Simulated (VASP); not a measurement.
Set up this calculation in VASP 6.6.1, as the native input.

* Task: single point
* Functional: LDA
* Potentials or basis: VASP PAW LDA potentials, release 64 (Pb_d, S)
* Cutoff: 520 eV
* k mesh: 6 × 6 × 5
* Occupations: fermi-dirac, width 0.05 eV
* Spin: non-collinear spin, zero start, spin-orbit coupling
* Starting moments: [[0.0, 0.0, 0.0], [0.0, 0.0, 0.0]] μB
* Dipole correction: no
* Further INCAR settings: ALGO = Normal; EDIFF = 1e-07; NBANDS = 32

The structure of PbS lies in POSCAR:

```
PbS
1.0
    4.0896976867      0.0000000000      0.0000000000
   -2.0448488433      3.5417820905      0.0000000000
    0.0000000000      0.0000000000      3.7881670000
Pb S
1 1
Direct
    0.0000000000      0.0000000000      0.0000000000
    0.6666666667      0.3333333333      0.5000000000
```

The input as run:

INCAR

```
SYSTEM = PbS
ALGO = Normal
EDIFF = 1E-7
ENCUT = 520
GGA_COMPAT = .False.
ISIF = 2
ISMEAR = -1
LASPH = .True.
LCHARG = .False.
LORBIT = 11
LORBMOM = .True.
LREAL = .False.
LSORBIT = .True.
LWAVE = .False.
MAGMOM = 0 0 0 0 0 0
NBANDS = 32
NELM = 150
PREC = Accurate
SIGMA = 0.05
```

KPOINTS

```
k-points
0
Gamma
  6 6 5
  0 0 0
```

Potentials or basis: VASP PAW LDA potentials, release 64 (Pb_d, S).

Command:

```console
$ cat potpaw_LDA.64/Pb_d/POTCAR potpaw_LDA.64/S/POTCAR > POTCAR
$ mpirun -np 1 vasp_ncl > vasp.out
```

Results of the run:

```yaml
Pressure: -4.6 GPa
Net_moment: 0.00 μB per cell
Valence_electrons_inside_the_program's_atomic_spheres: Pb 11.84; S 3.64
```

Caveat: the cell stands under tension.

It took 3.2 min on 1 thread of Intel Xeon 8259CL, on a shared host, peak memory 0.27 GiB.
